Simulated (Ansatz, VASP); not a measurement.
One calculation of Na, two programs

```
Na
1.0
     3.82870    0.00000    0.00000
    -1.91435    3.31575    0.00000
     0.00000    0.00000   12.44850
Na
4
Direct
  0.00000 0.00000 0.00000
  0.00000 0.00000 0.50000
  0.33333 0.66667 0.25000
  0.66667 0.33333 0.75000
```

Alike in both runs: functional RPBE; k mesh 10 × 10 × 3; occupations fermi-dirac, width 0.1 eV; no spin polarisation.

Ansatz relaxed the structure, and its values are those at the end. VASP's run is a single point on that final structure, the one shown.

|  | VASP | Ansatz |
| --- | --- | --- |
| version | VASP 6.6.1 | Ansatz 0.2.0 |
| potentials or method | VASP PAW PBE potentials, release 64 (Na_pv), cutoff 520 eV | plane waves (420 eV) with PAW, scalar-relativistic |
| valence electrons in the cell | 28 | 36 |

|  | VASP | Ansatz | Ansatz less VASP |
| --- | --- | --- | --- |
| pressure (GPa) | 0.0 | 0.0 | +0.01 |

VASP's potentials were made for PBE, not for RPBE. VASP's potentials hold 28 valence electrons a cell and Ansatz's 36, so a difference there can come from the potentials and not from the codes.
